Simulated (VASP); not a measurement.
**Na: relaxation of cell and atoms with PBEsol**

The system is Na.

```
Na
1.0
     3.51000    0.00000    0.00000
     0.00000    3.51000    0.00000
     0.00000    0.00000    3.51000
Na
1
Cartesian
  0.0000 0.0000 0.0000
```

This isn't the form of Na at room conditions, which is bcc.

* Program: VASP 6.6.1
* Task: relaxation of cell and atoms
* Functional: PBEsol
* Potentials or basis: VASP PAW PBE potentials, release 64 (Na_pv)
* Cutoff: 600 eV
* k mesh: 12 × 12 × 12
* Occupations: fermi-dirac, width 0.1 eV
* Spin: no spin polarisation
* Target pressure: 5 GPa
* Dipole correction: no
* Further INCAR settings: ALGO = Normal; EDIFF = 1e-07; IBRION = 2; EDIFFG = -0.01; NSW = 80; ISIF = 3

The relaxed volume is 26.43 Å³/atom and the relaxed cell is a = 2.979 Å, b = 2.979 Å, c = 2.979 Å, α = 90.00°, β = 90.00°, γ = 90.00°. The space group after relaxing (to 0.1 Å) is Pm-3m (No. 221). The energy change on relaxing (the run minimises the enthalpy) is +134.4 meV/atom, the ionic steps are 6 and the pressure after relaxing is 5.0 GPa. The band gap on the k mesh is zero (an odd number of electrons rules out a gap without spin polarisation).

Step by step:
```tsv
step	energy change (eV)	largest force (eV/Å)	pressure (GPa)	volume (Å³)
1	0.0000	0.0000	-0.55	43.24
2	0.0030	0.0000	0.94	34.53
3	0.0719	0.0000	3.27	28.88
4	0.5389	0.0000	15.77	19.51
5	0.1206	0.0000	4.63	26.89
6	0.1344	0.0000	5.01	26.43
```

Final structure:
```xyz
1
Lattice="2.9789 0.0000 0.0000 0.0000 2.9789 0.0000 0.0000 0.0000 2.9789" Properties=species:S:1:pos:R:3 pbc="T T T"
Na    0.0000    0.0000    0.0000
```

Levels at points of the mesh, in eV from the Fermi level:
```tsv
k point	band 1	band 2	band 3	band 4	band 5	band 6
(0.00, 0.00, 0.00)	-24.88	-24.88	-24.88	-4.06	10.06	10.06
(0.50, 0.00, 0.00)	-25.05	-24.86	-24.86	-0.13	0.57	13.05
(0.50, 0.50, 0.00)	-25.02	-25.02	-24.85	3.41	3.93	3.93
(0.50, 0.50, 0.50)	-25.00	-25.00	-25.00	6.91	6.91	6.91
```

Wall time 82 s on 1 thread of Intel Xeon 8259CL, with other jobs on the host, peak memory 0.17 GiB.

Caveat: the cell is relaxed towards a set pressure, so the run minimises the enthalpy, not the energy; the volume moved by over 15 % at a fixed basis, so the end points are rough; the PAW data sets were made with another functional, which shifts forces and pressure a little.
